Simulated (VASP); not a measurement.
# BeI in VASP: notebook, part 2 of 2

VASP 6.6.1. Earlier steps stand in the parts before.

**3. Single point, PBE**

This run uses another cell than the first one, of 21.81 Å³/atom, 0.523 times its volume.

INCAR reads:

```
SYSTEM = BeI
  ALGO = Normal
  EDIFF = 1E-7
  ENCUT = 520
  GGA = PE
  ISIF = 2
  ISMEAR = 0
  LASPH = .TRUE.
  LCHARG = .FALSE.
  LREAL = .FALSE.
  LWAVE = .FALSE.
  NBANDS = 12
  NELM = 60
  PREC = Accurate
  SIGMA = 0.1
```

KPOINTS reads:

```
k-points
0
G
  18 18 18
  0 0 0
```

POSCAR reads:

```
BeI
1.0
    0.0000000000      2.7938586827      2.7938586827
    2.7938586827      0.0000000000      2.7938586827
    2.7938586827      2.7938586827      0.0000000000
Be I
1 1
Direct
    0.5000000000      0.5000000000      0.5000000000
    0.0000000000      0.0000000000      0.0000000000
```

Potentials or basis: VASP PAW PBE potentials, release 64 (Be, I).

The run is started by

```bash
$ cat potpaw_PBE.64/Be/POTCAR potpaw_PBE.64/I/POTCAR > POTCAR
$ mpirun -np 1 vasp_std > vasp.out
```

OUTCAR:

```text
SYSTEM = BeI
   EDIFF = 1E-7
   ENCUT = 520
   GGA = PE
   ISIF = 2
   ISMEAR = 0
   LASPH = .TRUE.
   LREAL = .FALSE.
   NELM = 60
   PREC = Accurate

 ion  position               nearest neighbor table
   1  0.500  0.500  0.500-   2 2.79   2 2.79   2 2.79   2 2.79   2 2.79   2 2.79
   2  0.000  0.000  0.000-   1 2.79   1 2.79   1 2.79   1 2.79   1 2.79   1 2.79

  LATTYP: Found a face centered cubic cell.
 ALAT       =     5.5877173654

  Lattice vectors:

 A1 = (   0.0000000000,   2.7938586827,   2.7938586827)
 A2 = (   2.7938586827,   0.0000000000,   2.7938586827)
[... 538 lines left out ...]
      8      11.0523      0.00000
      9      12.8995      0.00000
     10      13.6040      0.00000
     11      14.6421      0.00000
     12      17.8506      0.00000

 [... further k-points ...]
[... 5 lines left out ...]
  --------------------------------------------------------------------------------------
  -------------------------------------------------------------------------------------
  Total       -0.0075984     -0.0075984     -0.0075984     -0.0000000      0.0000000     -0.0000000
  in kB       -0.2791176     -0.2791176     -0.2791176     -0.0000000      0.0000000     -0.0000000
  external PRESSURE =      -0.2791176 kB  Pullay stress =       0.0000000 kB

 VOLUME and BASIS-vectors are now :
 -----------------------------------------------------------------------------
  energy-cutoff  :      520.00
  volume of cell :       43.62
      direct lattice vectors                 reciprocal lattice vectors
     0.000000000  2.793858683  2.793858683    -0.178963955  0.178963955  0.178963955
     2.793858683  0.000000000  2.793858683     0.178963955 -0.178963955  0.178963955
     2.793858683  2.793858683  0.000000000     0.178963955  0.178963955 -0.178963955

 POSITION                                       TOTAL-FORCE (eV/Angst)
 -----------------------------------------------------------------------------------
      2.79386      2.79386      2.79386         0.000000      0.000000     -0.000000
      0.00000      0.00000      0.00000        -0.000000      0.000000      0.000000
 -----------------------------------------------------------------------------------
    total drift:                               -0.000000      0.000000      0.000000

  FREE ENERGIE OF THE ION-ELECTRON SYSTEM (eV)
  ---------------------------------------------------
  free  energy   TOTEN  =        -4.0346643975 eV

  energy  without entropy=       -4.0309609241  energy(sigma->0) =       -4.03281266
```

OSZICAR:

```text
N       E                     dE             d eps       ncg     rms          rms(c)
DAV:   1     0.210473272443E+02    0.21047E+02   -0.32379E+03  4688   0.558E+02
DAV:   2    -0.284635732013E+01   -0.23894E+02   -0.22740E+02  6168   0.972E+01
DAV:   3    -0.404251013313E+01   -0.11962E+01   -0.11898E+01  6100   0.194E+01
DAV:   4    -0.405337883750E+01   -0.10869E-01   -0.10867E-01  5560   0.238E+00
DAV:   5    -0.405353051883E+01   -0.15168E-03   -0.15168E-03  6072   0.289E-01    0.620E+00
DAV:   6    -0.403428622060E+01    0.19244E-01   -0.49414E-02  5416   0.758E-01    0.378E+00
DAV:   7    -0.403512868040E+01   -0.84246E-03   -0.35479E-02  5552   0.709E-01    0.595E-01
DAV:   8    -0.403463712942E+01    0.49155E-03   -0.49417E-03  5276   0.311E-01    0.113E-01
DAV:   9    -0.403465225005E+01   -0.15121E-04   -0.13410E-04  6096   0.716E-02    0.252E-02
DAV:  10    -0.403466194150E+01   -0.96915E-05   -0.80017E-06  5528   0.172E-02    0.636E-03
DAV:  11    -0.403466414453E+01   -0.22030E-05   -0.28294E-06  5596   0.988E-03    0.689E-03
DAV:  12    -0.403466448034E+01   -0.33581E-06   -0.14431E-07  5828   0.219E-03    0.150E-03
DAV:  13    -0.403466439755E+01    0.82790E-07   -0.80221E-09  3312   0.481E-04
   1 F= -.40346644E+01 E0= -.40328127E+01  d E =-.370347E-02
```

Run time: 1.9 min. Hardware: 1 thread of Intel Xeon Platinum 8488C (Sapphire Rapids), shared host; peak memory 0.24 GiB.

Results:

* Free energy: -4.0347 eV
* Pressure: 0.0 GPa

Caveat: spin-orbit coupling is left out, which moves the levels of the heavy elements; an odd number of electrons without spin polarisation forces a metal; a magnetic or distorted state may lie lower.

**4. Relaxation of cell and atoms, PBE**

This run uses another cell than the first one, of 21.48 Å³/atom, 0.516 times its volume.

INCAR reads:

```
PREC     = Accurate       # precision mode
ENCUT    = 600            # plane-wave cutoff, eV
EDIFF    = 1E-6           # SCF threshold, eV
ISMEAR   = 0              # smearing method
SIGMA    = 0.1            # smearing width, eV
LREAL    = F              # projectors in reciprocal space
LASPH    = T              # aspherical terms in the spheres
NELM     = 80             # most SCF steps
ALGO     = Normal         # electronic algorithm
ISIF     = 3              # what is computed and relaxed
LWAVE    = F              # write WAVECAR
LCHARG   = F              # write CHGCAR
GGA      = PE             # functional
IBRION   = 2              # ionic algorithm
NSW      = 100            # ionic steps
EDIFFG   = -0.01          # ionic threshold
```

KPOINTS reads:

```
regular mesh
0
Gamma
  18 18 18
```

POSCAR reads:

```
BeI
1.0
    0.0000000000      2.7797694066      2.7797694066
    2.7797694066      0.0000000000      2.7797694066
    2.7797694066      2.7797694066      0.0000000000
Be I
1 1
Direct
    0.5000000000      0.5000000000      0.5000000000
    0.0000000000      0.0000000000      0.0000000000
```

The run is started by

```bash
$ cat potpaw_PBE.64/Be/POTCAR potpaw_PBE.64/I/POTCAR > POTCAR
$ mpirun -np 1 vasp_std > vasp.out
```

Wall time 2.2 min (1 thread of Intel Xeon Platinum 8488C (Sapphire Rapids), shared host); peak memory 0.24 GiB.

Results (log left out):

| Item | Value |
| --- | --- |
| Free energy | -4.0346 eV |
| Relaxed volume | 21.78 Å³/atom |
| Relaxed cell | a = 3.950 Å, b = 3.950 Å, c = 3.950 Å, α = 60.00°, β = 60.00°, γ = 60.00° |
| Space group after relaxing (to 0.05 Å) | Fm-3m (No. 225) |
| Energy gained by relaxing | 0.5 meV/atom |
| Ionic steps | 3 |
| Pressure after relaxing | 0.0 GPa |

Step by step:
| step | energy change (eV) | largest force (eV/Å) | pressure (GPa) | volume (Å³) |
| --- | --- | --- | --- | --- |
| 1 | 0.0000 | 0.0000 | 0.53 | 42.96 |
| 2 | -0.0009 | 0.0000 | 0.14 | 43.40 |
| 3 | -0.0010 | 0.0000 | 0.01 | 43.56 |

Final structure:
```
Be I
1.0
     0.00000    2.79273    2.79273
     2.79273    0.00000    2.79273
     2.79273    2.79273    0.00000
Be I
1 1
Direct
  0.50000 0.50000 0.50000
  0.00000 0.00000 0.00000
```

Levels at points of the mesh, in eV from the Fermi level:
| k point | band 2 | band 3 | band 4 | band 5 | band 6 | band 7 | band 8 |
| --- | --- | --- | --- | --- | --- | --- | --- |
| (0.00, 0.00, 0.00) | -3.39 | -3.39 | -3.39 | -0.76 | 4.10 | 4.10 | 4.10 |
| (0.50, 0.00, 0.00) | -8.16 | -3.56 | -3.56 | 0.47 | 0.92 | 0.92 | 3.18 |
| (0.50, 0.50, 0.00) | -7.54 | -5.25 | -5.25 | -2.59 | 1.70 | 5.76 | 5.76 |

Caveat: spin-orbit coupling is left out, which moves the levels of the heavy elements; an odd number of electrons without spin polarisation forces a metal; a magnetic or distorted state may lie lower.

**5. Summary**

```tsv
task	cell	k mesh	cutoff (eV)	gap on the mesh (eV)	pressure (GPa)	relaxed volume (Å³/atom)
relaxation of cell and atoms	relaxed from a = 4.917 Å, angles 59.6°, 2 atoms	6 × 6 × 6	600	none	-0.2	21.75
single point	a = 3.951 Å, angles 60.0°, 2 atoms	18 × 18 × 18	520	none	0.0	-
relaxation of cell and atoms	relaxed from a = 3.931 Å, angles 60.0°, 2 atoms	18 × 18 × 18	600	none	0.0	21.78
```

Alike in all rows: level PBE; potentials or basis VASP PAW PBE potentials, release 64 (Be, I); no spin polarisation; smearing gaussian 0.1 eV.

Caveats: spin-orbit coupling is left out, which moves the levels of the heavy elements; an odd number of electrons without spin polarisation forces a metal; a magnetic or distorted state may lie lower; the volume moved by over 15 % at a fixed basis, so the end points are rough (some runs).

Total energies depend on the potentials used, so only differences within one code and one set of settings carry meaning.
